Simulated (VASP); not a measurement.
# Mg8HO8 (a cell with a defect) in VASP: notebook

The runs below take Mg8HO8 (a cell with a defect) through single point, with PBE+D3(BJ).

All numbers are computed with VASP 6.6.1; they aren't measurements. Logs are shortened: lines on timing, memory, paths and dates and some standing lists are left out, and cuts for length are marked.

### Step 1. The cell of the first run

The cell holds a defect, 17 atoms: a = 6.039 Å, b = 6.039 Å, c = 6.039 Å, α = 60.00°, β = 60.00°, γ = 60.00°.

### Step 2. Single point, PBE+D3(BJ), collinear spin

INCAR reads:

```
SYSTEM = Mg8HO8
ALGO = Normal
EDIFF = 1E-6
ENCUT = 520
GGA = PE
ISIF = 2
ISMEAR = 0
ISPIN = 2
IVDW = 12
LASPH = .True.
LCHARG = .False.
LORBIT = 11
LREAL = Auto
LWAVE = .False.
MAGMOM = 0 0 0 0 0 0 0 0 0 0 0.11 0 0.11 0 0.11 0.11 0.39
NBANDS = 50
NELM = 150
PREC = Accurate
SIGMA = 0.05
```

KPOINTS reads:

```
k-points
0
Gamma
  3 3 3
  0 0 0
```

POSCAR reads:

```
Mg8HO8
1.0
    0.0000000000      4.2703000000      4.2703000000
    4.2703000000      0.0000000000      4.2703000000
    4.2703000000      4.2703000000      0.0000000000
Mg O H
8 8 1
Direct
    0.0243953586      0.0080442826     -0.0204956326
   -0.0059728825      0.0092749924      0.4940549844
    0.0049285764      0.5012541273     -0.0063305857
   -0.0077080065      0.5096277779      0.4923870688
    0.5080832728     -0.0030569281      0.0080924057
    0.4794536684      0.0081806899      0.5241350725
    0.5063236775      0.4921516053      0.0061897291
    0.4934745802      0.5011918366      0.5050545629
    0.2488085146      0.2515973117      0.2524773435
    0.2489387162      0.2583455495      0.7490138866
    0.2444466431      0.7567972976      0.2462223966
    0.2489171721      0.7539627192      0.7489722034
    0.7518141583      0.2715130085      0.2518806641
    0.7525744093      0.2515220242      0.7488393087
    0.7539839121      0.7069794862      0.2543269794
    0.7461530806      0.7568970564      0.7444756809
    0.7046768377      1.0103115706      0.2045145540
```

Potentials or basis: VASP PAW PBE potentials, release 64 (Mg, O, H).

On the command line:

```
$ cat potpaw_PBE.64/Mg/POTCAR potpaw_PBE.64/O/POTCAR potpaw_PBE.64/H/POTCAR > POTCAR
$ mpirun -np 1 vasp_std > vasp.out
```

OUTCAR:

```text
SYSTEM = Mg8HO8
   EDIFF = 1E-6
   ENCUT = 520
   GGA = PE
   ISIF = 2
   ISMEAR = 0
   ISPIN = 2
   IVDW = 12
   LASPH = .True.
   LORBIT = 11
   LREAL = Auto
   NELM = 150
   PREC = Accurate
 IVDW          = 12

 ion  position               nearest neighbor table
   1  0.024  0.008  0.980-  17 1.72  10 2.03  12 2.07  11 2.08  14 2.15  13 2.29  15 2.44   6 2.75
                             3 2.96   5 2.98   4 2.99   7 3.02   2 3.02   2 3.02   7 3.03   4 3.06
   2  0.994  0.009  0.494-  13 2.07  14 2.12   9 2.12  16 2.14  11 2.14  12 2.18   3 3.00   8 3.00
                             4 3.01   5 3.02   5 3.02   6 3.02   1 3.02   1 3.02   6 3.02   4 3.03
   3  0.005  0.501  0.994-  15 2.00  13 2.07  10 2.08  12 2.12   9 2.15  16 2.17   8 2.95   1 2.96
                             2 3.00   5 3.00   4 3.00   7 3.00   7 3.04   4 3.04   2 3.04   5 3.04
   4  0.992  0.510  0.492-  15 2.05  14 2.13   9 2.13  11 2.13  16 2.13  10 2.19   6 2.99   1 2.99
                             3 3.00   8 3.00   2 3.01   7 3.02   7 3.02   2 3.03   8 3.04   3 3.04
   5  0.508  0.997  0.008-  17 2.10  15 2.12   9 2.13  14 2.13  16 2.15  11 2.15  10 2.21   1 2.98
                             6 2.98   7 2.98   3 3.00   8 3.00   2 3.02   2 3.02   8 3.04   3 3.04
   6  0.479  0.008  0.524-  17 1.72  10 2.03  12 2.07  16 2.09   9 2.15  13 2.29  15 2.44   1 2.75
                             8 2.96   5 2.98   4 2.99   7 3.02   2 3.02   2 3.02   7 3.03   4 3.06
   7  0.506  0.492  0.006-  13 2.10  14 2.13   9 2.13  16 2.16  11 2.16  12 2.20   5 2.98   3 3.00
                             8 3.00   1 3.02   6 3.02   4 3.02   4 3.02   6 3.03   1 3.03   8 3.04
   8  0.493  0.501  0.505-  15 2.00  13 2.07  10 2.08  12 2.12  14 2.15  11 2.17   3 2.95   6 2.96
                             2 3.00   5 3.00   4 3.00   7 3.00   7 3.04   4 3.04   5 3.04   2 3.04
   9  0.249  0.252  0.252-   2 2.12   4 2.13   7 2.13   5 2.13   3 2.15   6 2.15
  10  0.249  0.258  0.749-   1 2.03   6 2.03   8 2.08   3 2.08   4 2.19   5 2.21
  11  0.244  0.757  0.246-   1 2.08   4 2.13   2 2.14   5 2.15   7 2.16   8 2.17
  12  0.249  0.754  0.749-   1 2.07   6 2.07   8 2.12   3 2.12   2 2.18   7 2.20
  13  0.752  0.272  0.252-   3 2.07   8 2.07   2 2.07   7 2.10   6 2.29   1 2.29
  14  0.753  0.252  0.749-   2 2.12   4 2.13   7 2.13   5 2.13   8 2.15   1 2.15
  15  0.754  0.707  0.254-   8 2.00   3 2.00   4 2.05   5 2.12   6 2.44   1 2.44
  16  0.746  0.757  0.744-   6 2.09   4 2.13   2 2.14   5 2.15   7 2.16   3 2.17
  17  0.705  0.010  0.205-   1 1.72   6 1.72   5 2.10

  LATTYP: Found a face centered cubic cell.
 ALAT       =     8.5406000000

  Lattice vectors:

 A1 = (   0.0000000000,   4.2703000000,   4.2703000000)
 A2 = (   4.2703000000,   0.0000000000,   4.2703000000)
 A3 = (   4.2703000000,   4.2703000000,   0.0000000000)

Analysis of symmetry for initial positions (statically):
=====================================================================
 Subroutine PRICEL returns:
 Original cell was already a primitive cell.

 Routine SETGRP: Setting up the symmetry group for a
 face centered cubic supercell.

 Subroutine GETGRP returns: Found  1 space group operations
 (whereof  1 operations were pure point group operations)
 out of a pool of 48 trial point group operations.
[... 207 lines left out ...]
  band No.  band energies     occupation
      1     -14.2762      1.00000
      2     -13.3657      1.00000
      3     -13.0549      1.00000
      4     -12.9112      1.00000
      5     -12.8845      1.00000
      6     -12.8696      1.00000
[... 647 lines left out ...]
     43      13.9918      0.00000
     44      14.2419      0.00000
 Fermi energy:         6.2644046109

 spin component 2

 k-point     1 :       0.0000    0.0000    0.0000
  band No.  band energies     occupation
      1     -14.1762      1.00000
      2     -13.2182      1.00000
      3     -12.9859      1.00000
      4     -12.8722      1.00000
      5     -12.8667      1.00000
      6     -12.6992      1.00000
[... 647 lines left out ...]
     43      14.0454      0.00000
     44      14.2645      0.00000
 [bands above 44 left out]

------------------------ aborting loop because EDIFF is reached ----------------------------------------

 Edisp (eV)   -4.66593

 E8    (eV) :    -1.8082

  FORCE on cell =-STRESS in cart. coord.  units (eV):
  Direction    XX          YY          ZZ          XY          YZ          ZX
  --------------------------------------------------------------------------------------
  -------------------------------------------------------------------------------------
  Total       1.97953    -3.71768     1.99806    -0.07070    -0.07380     0.43801
  in kB      20.36424   -38.24528    20.55479    -0.72733    -0.75920     4.50596
  external pressure =        0.89 kB  Pullay stress =        0.00 kB

 VOLUME and BASIS-vectors are now :
 -----------------------------------------------------------------------------
  energy-cutoff  :      520.00
  volume of cell :      155.74
      direct lattice vectors                 reciprocal lattice vectors
     0.000000000  4.270300000  4.270300000    -0.117087792  0.117087792  0.117087792
     4.270300000  0.000000000  4.270300000     0.117087792 -0.117087792  0.117087792
     4.270300000  4.270300000  0.000000000     0.117087792  0.117087792 -0.117087792

 POSITION                                       TOTAL-FORCE (eV/Angst)
 -----------------------------------------------------------------------------------
      4.21713      4.28695      0.13853         0.020188      0.064943     -0.023778
      2.14937      6.35456      4.28440         0.020536      0.055375      0.018337
      6.38377      4.26431      2.16155         0.010760      0.030523     -0.011635
      4.27890      6.34002      6.41365        -0.015199      0.078514     -0.015545
      4.29180      2.20422      6.42691         0.009739      0.013602      0.010994
      2.27315      4.28563      2.08235        -0.021816      0.073710      0.017408
[... 9 lines left out ...]
      6.41131      6.36543      6.41848        -0.003364      0.033558      0.003707
      0.91737      3.88252      3.05321        -0.010974     -0.658156     -0.008989
 -----------------------------------------------------------------------------------
    total drift:                               -0.003106     -0.003327     -0.001830

  FREE ENERGIE OF THE ION-ELECTRON SYSTEM (eV)
  ---------------------------------------------------
  free  energy   TOTEN  =       -99.1073754173 eV

  energy  without entropy=      -99.1059791183  energy(sigma->0) =      -99.10667727

 total charge

# of ion       s       p       d       tot
------------------------------------------
    1        0.157   0.184   0.080   0.421
    2        0.144   0.169   0.074   0.387
    3        0.150   0.181   0.081   0.412
    4        0.145   0.170   0.074   0.389
    5        0.141   0.164   0.070   0.375
    6        0.157   0.184   0.080   0.421
[... 9 lines left out ...]
   16        1.542   3.535   0.000   5.077
   17        0.551   0.020   0.000   0.570
--------------------------------------------------
tot         14.121  29.689   0.610  44.420

 magnetization (x)

# of ion       s       p       d       tot
------------------------------------------
    1        0.005   0.007   0.005   0.017
    2       -0.000  -0.000   0.000  -0.000
    3        0.001   0.002   0.001   0.005
    4       -0.000  -0.000   0.000  -0.000
    5       -0.001  -0.000   0.000  -0.001
    6        0.005   0.007   0.005   0.017
[... 9 lines left out ...]
   16       -0.000   0.001   0.000   0.001
   17        0.220   0.002   0.000   0.222
--------------------------------------------------
tot          0.267   0.418   0.013   0.699
```

Run time: 19 min. Hardware: 1 thread of Intel Xeon 8259CL, shared host; peak memory 0.49 GiB.

What came out:

| Quantity | Value |
| --- | --- |
| Free energy | -99.1074 eV |
| Pressure | 0.1 GPa |
| Largest force | 0.658 eV/Å |
| Net moment | 0.93 μB per cell |
| Site moments | Mg +0.02, -0.00, +0.01 (each value once); O +0.03, -0.00, +0.00, +0.14, +0.24 (each value once); H +0.22 μB |
| Valence electrons inside the program's atomic spheres | Mg 0.42, 0.39, 0.41, 0.38 (each value once); O 5.08, 5.11, 5.09 (each value once); H 0.57 |
| Dispersion energy per atom | -0.274 eV |

Forces in eV/Å, atoms in the order of the input:
```
Mg   0.020  0.065 -0.024
Mg   0.021  0.055  0.018
Mg   0.011  0.031 -0.012
Mg  -0.015  0.079 -0.016
Mg   0.010  0.014  0.011
Mg  -0.022  0.074  0.017
Mg  -0.020  0.031 -0.023
Mg  -0.011  0.033  0.013
O    0.020 -0.003 -0.017
O   -0.001  0.025  0.001
O    0.006  0.033 -0.002
O   -0.001  0.024 -0.001
O   -0.034  0.067 -0.034
O   -0.015 -0.007  0.019
O    0.048  0.104  0.053
O   -0.003  0.034  0.004
H   -0.011 -0.658 -0.009
```

Stress tensor (GPa, compression positive):
```
 2.04 -0.07  0.45
-0.07 -3.82 -0.08
 0.45 -0.08  2.06
```

Caveat: the k points lie up to 0.42 Å⁻¹ apart.

### Step 3. Single point, PBE+D3(BJ), collinear spin

INCAR reads:

```
PREC     = Accurate       # precision mode
ENCUT    = 520            # plane-wave cutoff, eV
EDIFF    = 1E-6           # SCF threshold, eV
ISMEAR   = 0              # smearing method
SIGMA    = 0.05           # smearing width, eV
LREAL    = Auto         
LASPH    = T              # aspherical terms in the spheres
NELM     = 150            # most SCF steps
ALGO     = Normal         # electronic algorithm
ISIF     = 2              # what is computed and relaxed
LWAVE    = F              # write WAVECAR
LCHARG   = F              # write CHGCAR
ISPIN    = 2              # spin polarisation
MAGMOM   = 0 0 0 0 0 0 0 0 0 0 0.11 0 0.11 0 0.11 0.11 0.39 # initial moments
LORBIT   = 11             # projections on sites
GGA      = PE             # functional
IVDW     = 12             # dispersion correction
NBANDS   = 50             # bands
```

KPOINTS reads:

```
Automatic mesh
0
Gamma
  3 3 3
```

POSCAR reads:

```
Mg8HO8
1.0
    0.0000000000      4.2703000000      4.2703000000
    4.2703000000      0.0000000000      4.2703000000
    4.2703000000      4.2703000000      0.0000000000
Mg O H
8 8 1
Direct
    0.0178529612      0.0012728614     -0.0116098401
   -0.0038696345      0.0072715032      0.4959835375
    0.0019851064      0.5016521088     -0.0037784231
   -0.0043489919      0.5048559820      0.4955299393
    0.5035587664     -0.0013207503      0.0034107674
    0.4886402595      0.0013428799      0.5174012364
    0.5044224059      0.4925518113      0.0041666862
    0.4961932417      0.5016017610      0.5019705875
    0.2412750861      0.2547045875      0.2525237103
    0.2491121233      0.2545548322      0.7489730230
    0.2467643959      0.7545432405      0.2469845210
    0.2490096715      0.7528878533      0.7488928178
    0.7537252652      0.2644008618      0.2536578226
    0.7527598764      0.2546810529      0.7410850526
    0.7558293328      0.7188504321      0.2559808444
    0.7471055898      0.7545910123      0.7466559726
    0.6633836030      1.0677378639      0.1628229867
```

Potentials or basis: VASP PAW PBE potentials, release 64 (Mg, O, H).

On the command line:

```
$ cat potpaw_PBE.64/Mg/POTCAR potpaw_PBE.64/O/POTCAR potpaw_PBE.64/H/POTCAR > POTCAR
$ mpirun -np 1 vasp_std > vasp.out
```

OUTCAR:

```text
PREC = Accurate
   ENCUT = 520
   EDIFF = 1E-6
   ISMEAR = 0
   LREAL = Auto
   LASPH = T
   NELM = 150
   ISIF = 2
   ISPIN = 2
   LORBIT = 11
   GGA = PE
   IVDW = 12
 IVDW          = 12

 ion  position               nearest neighbor table
   1  0.018  0.001  0.988-  17 1.78  10 2.07  11 2.08  12 2.09  14 2.19  13 2.26  15 2.33   6 2.84
                             5 2.97   3 3.00   7 3.01   4 3.01   2 3.02   2 3.02   4 3.03   7 3.04
   2  0.996  0.007  0.496-  13 2.07  14 2.10   9 2.10  16 2.14  11 2.14  12 2.16   3 3.00   4 3.00
                             8 3.00   1 3.02   6 3.02   5 3.02   5 3.02   6 3.02   1 3.02   4 3.04
   3  0.002  0.502  0.996-  15 2.04  13 2.08  10 2.11   9 2.12  12 2.13  16 2.15   8 2.98   1 3.00
                             2 3.00   5 3.01   4 3.01   7 3.01   7 3.03   4 3.03   5 3.03   2 3.04
   4  0.996  0.505  0.496-  15 2.05  14 2.11   9 2.11  11 2.14  16 2.14  10 2.16   2 3.00   3 3.01
                             8 3.01   1 3.01   6 3.01   7 3.02   7 3.02   6 3.03   1 3.03   8 3.03
   5  0.504  0.999  0.003-  17 1.94  16 2.14  11 2.14   9 2.16  14 2.16  15 2.16  10 2.17   1 2.97
                             6 2.97   7 2.99   3 3.01   8 3.01   2 3.02   2 3.02   8 3.03   3 3.03
   6  0.489  0.001  0.517-  17 1.78  10 2.07  16 2.08  12 2.09   9 2.19  13 2.26  15 2.32   1 2.84
                             5 2.97   8 3.00   7 3.01   4 3.01   2 3.02   2 3.02   4 3.03   7 3.03
   7  0.504  0.493  0.004-  17 2.10  13 2.13  14 2.14   9 2.14  16 2.16  11 2.16  12 2.18   5 2.99
                             1 3.01   6 3.01   3 3.01   8 3.01   4 3.02   4 3.02   8 3.03   3 3.03
   8  0.496  0.502  0.502-  15 2.04  13 2.08  10 2.11  14 2.12  12 2.13  11 2.15   3 2.98   6 3.00
                             2 3.00   5 3.01   4 3.01   7 3.01   7 3.03   4 3.03   5 3.03   2 3.04
   9  0.241  0.255  0.253-   2 2.10   4 2.11   3 2.12   7 2.14   5 2.16   6 2.19
  10  0.249  0.255  0.749-   1 2.07   6 2.07   8 2.11   3 2.11   4 2.16   5 2.17
  11  0.247  0.755  0.247-   1 2.08   4 2.14   5 2.14   2 2.14   8 2.15   7 2.16
  12  0.249  0.753  0.749-   1 2.09   6 2.09   8 2.13   3 2.13   2 2.16   7 2.18
  13  0.754  0.264  0.254-   2 2.07   3 2.08   8 2.08   7 2.13   6 2.26   1 2.26
  14  0.753  0.255  0.741-   2 2.10   4 2.11   8 2.12   7 2.14   5 2.16   1 2.19
  15  0.756  0.719  0.256-   8 2.04   3 2.04   4 2.05   5 2.16   6 2.32   1 2.33
  16  0.747  0.755  0.747-   6 2.08   4 2.14   5 2.14   2 2.14   3 2.15   7 2.16
  17  0.663  0.068  0.163-   1 1.78   6 1.78   5 1.94   7 2.10
[... 1545 lines left out ...]
 [bands above 44 left out]

------------------------ aborting loop because EDIFF is reached ----------------------------------------

 Edisp (eV)   -4.66550

 E8    (eV) :    -1.8081

  FORCE on cell =-STRESS in cart. coord.  units (eV):
  Direction    XX          YY          ZZ          XY          YZ          ZX
  --------------------------------------------------------------------------------------
  -------------------------------------------------------------------------------------
  Total      -0.49739    -2.36458    -0.48022     0.03013     0.02605     0.03590
  in kB      -5.11687   -24.32541    -4.94018     0.30994     0.26795     0.36935
  external pressure =      -11.46 kB  Pullay stress =        0.00 kB

 VOLUME and BASIS-vectors are now :
 -----------------------------------------------------------------------------
  energy-cutoff  :      520.00
  volume of cell :      155.74
      direct lattice vectors                 reciprocal lattice vectors
     0.000000000  4.270300000  4.270300000    -0.117087792  0.117087792  0.117087792
     4.270300000  0.000000000  4.270300000     0.117087792 -0.117087792  0.117087792
     4.270300000  4.270300000  0.000000000     0.117087792  0.117087792 -0.117087792

 POSITION                                       TOTAL-FORCE (eV/Angst)
 -----------------------------------------------------------------------------------
      4.22616      4.29696      0.08167         0.027379      0.047273     -0.088340
      2.14905      6.37177      4.28483         0.006218      0.062997      0.004928
      6.39637      4.26264      2.15068         0.019207      0.032289     -0.017832
      4.27195      6.36779      6.40761        -0.011290      0.077181     -0.011309
      4.27923      2.16491      6.41501        -0.019401     -0.032811     -0.018638
      2.21519      4.29610      2.09238        -0.087825      0.051381      0.025309
[... 9 lines left out ...]
      6.41077      6.37881      6.41269        -0.000830      0.063417     -0.008026
      0.98456      3.52815      3.12211         0.089584     -0.558476      0.086440
 -----------------------------------------------------------------------------------
    total drift:                               -0.000039      0.005540     -0.000162

  FREE ENERGIE OF THE ION-ELECTRON SYSTEM (eV)
  ---------------------------------------------------
  free  energy   TOTEN  =       -99.3837538489 eV

  energy  without entropy=      -99.3823727909  energy(sigma->0) =      -99.38306332

 total charge

# of ion       s       p       d       tot
------------------------------------------
    1        0.149   0.175   0.076   0.401
    2        0.145   0.172   0.075   0.393
    3        0.148   0.177   0.079   0.404
    4        0.146   0.173   0.076   0.395
    5        0.142   0.166   0.072   0.379
    6        0.149   0.175   0.076   0.400
[... 9 lines left out ...]
   16        1.542   3.537   0.000   5.079
   17        0.546   0.017   0.000   0.564
--------------------------------------------------
tot         14.094  29.650   0.603  44.346

 magnetization (x)

# of ion       s       p       d       tot
------------------------------------------
    1        0.001   0.003   0.004   0.008
    2       -0.000   0.000   0.000   0.001
    3        0.001   0.002   0.001   0.004
    4        0.000   0.001   0.001   0.001
    5       -0.001   0.000   0.002   0.001
    6        0.001   0.003   0.004   0.008
[... 9 lines left out ...]
   16       -0.000  -0.001   0.000  -0.001
   17        0.245   0.001   0.000   0.246
--------------------------------------------------
tot          0.282   0.401   0.013   0.696
```

OSZICAR:

```text
N       E                     dE             d eps       ncg     rms          rms(c)
DAV:   1     0.312500987867E+03    0.31250E+03   -0.31523E+04  2864   0.118E+03
DAV:   2    -0.847369844120E+02   -0.39724E+03   -0.38484E+03  3596   0.259E+02
DAV:   3    -0.106656008850E+03   -0.21919E+02   -0.21764E+02  3424   0.616E+01
DAV:   4    -0.106802715301E+03   -0.14671E+00   -0.14654E+00  3374   0.573E+00
DAV:   5    -0.106803511714E+03   -0.79641E-03   -0.79619E-03  3378   0.425E-01    0.202E+01
DAV:   6    -0.948343119061E+02    0.11969E+02   -0.42363E+01  3044   0.289E+01    0.636E+00
DAV:   7    -0.947903182262E+02    0.43994E-01   -0.98687E-01  3282   0.475E+00    0.396E+00
DAV:   8    -0.947158721226E+02    0.74446E-01   -0.49855E-01  3252   0.394E+00    0.107E+00
DAV:   9    -0.947184212880E+02   -0.25492E-02   -0.47820E-02  3348   0.945E-01    0.410E-01
DAV:  10    -0.947175433783E+02    0.87791E-03   -0.84644E-03  3354   0.414E-01    0.179E-01
DAV:  11    -0.947181122941E+02   -0.56892E-03   -0.11764E-03  3326   0.153E-01    0.751E-02
DAV:  12    -0.947182334170E+02   -0.12112E-03   -0.19188E-04  3268   0.807E-02    0.255E-02
DAV:  13    -0.947182442002E+02   -0.10783E-04   -0.24646E-05  3396   0.335E-02    0.132E-02
DAV:  14    -0.947182497932E+02   -0.55930E-05   -0.12933E-05  3368   0.188E-02    0.633E-03
DAV:  15    -0.947182501054E+02   -0.31219E-06   -0.13360E-06  2576   0.842E-03
   1 F= -.99383754E+02 E0= -.99383063E+02  d E =-.138106E-02  mag=     0.9260
```

Wall time 19 min (1 thread of Intel Xeon 8259CL, shared host); peak memory 0.49 GiB.

Results:

- Free energy: -99.3838 eV
- Pressure: -1.1 GPa
- Largest force: 0.572 eV/Å
- Net moment: 0.93 μB per cell
- Site moments: Mg +0.01, +0.00, -0.00 (each value once); O +0.06, -0.00, +0.12, +0.18 (each value once); H +0.25 μB
- Valence electrons inside the program's atomic spheres: Mg 0.40, 0.39, 0.38, 0.37 (each value once); O 5.08, 5.09, 5.07 (each value once); H 0.56
- Dispersion energy per atom: -0.274 eV

Forces on the atoms (eV/Å):
```
Mg   0.027  0.047 -0.088
Mg   0.006  0.063  0.005
Mg   0.019  0.032 -0.018
Mg  -0.011  0.077 -0.011
Mg  -0.019 -0.033 -0.019
Mg  -0.088  0.051  0.025
Mg  -0.013  0.008 -0.015
Mg  -0.019  0.034  0.022
O    0.024 -0.015 -0.029
O   -0.018  0.032 -0.017
O   -0.007  0.063  0.001
O   -0.007  0.034 -0.007
O   -0.046  0.057 -0.045
O   -0.028 -0.017  0.023
O    0.089  0.062  0.094
O   -0.001  0.063 -0.008
H    0.090 -0.558  0.086
```

Caveat: the k points lie up to 0.42 Å⁻¹ apart.
